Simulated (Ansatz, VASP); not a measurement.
SiO2 in VASP and in Ansatz

File INCAR:

```
PREC = Accurate ; ENCUT = 600
EDIFF = 1E-6 ; ISMEAR = 0
SIGMA = 0.05 ; LREAL = F
LASPH = T ; NELM = 120
ALGO = Normal ; ISIF = 2
LWAVE = F ; LCHARG = F
NBANDS = 15 ; GGA_COMPAT = F
```

The input KPOINTS:

```
Automatic mesh
0
Gamma
  8 8 8
```

POSCAR

```
SiO2
1.0
    0.0000000000      2.1408147982      2.1408147982
    2.1408147982      0.0000000000      2.1408147982
    2.1408147982      2.1408147982      0.0000000000
Si O
1 2
Direct
    0.0000000000      0.0000000000      0.0000000000
    0.2500000000      0.2500000000      0.2500000000
    0.7500000000      0.7500000000      0.7500000000
```

Input for Ansatz:

```yaml
crystal:
  lattice:
    - [0.0, 2.1408147982, 2.1408147982]
    - [2.1408147982, 0.0, 2.1408147982]
    - [2.1408147982, 2.1408147982, 0.0]
  atoms:
    - { symbol: Si, position: [0.0, 0.0, 0.0] }
    - { symbol: O, position: [0.25, 0.25, 0.25] }
    - { symbol: O, position: [0.75, 0.75, 0.75] }
basis:
  ecutwfc: 420
kpoints:
  mp_grid: { grid: [8, 8, 8] }
hamiltonian:
  xc: lda
scf:
  occupations: { method: gaussian, width: 0.05 }
output:
  forces: true
  stress: true
  eigenvalues: true
```

Alike in both runs: task single point; functional LDA; k mesh 8 × 8 × 8; occupations gaussian, width 0.05 eV; no spin polarisation.

```csv
,VASP,Ansatz
version,VASP 6.6.1,Ansatz 0.2.0
potentials or method,"VASP PAW LDA potentials, release 64 (Si, O), cutoff 600 eV","scalar-relativistic, plane waves, PAW"
valence electrons in the cell,16,16
```

VASP gave:

```
gap on the k mesh at the Fermi level (eV) : 1.84
least direct gap on the mesh (eV)         : 1.84
```

Task: Estimate Ansatz's values.

Result: gap on the k mesh at the Fermi level (eV): 1.88; least direct gap on the mesh (eV): 1.88.

LDA's correlation is that of Perdew and Zunger in VASP and of Perdew and Wang (1992) in Ansatz.
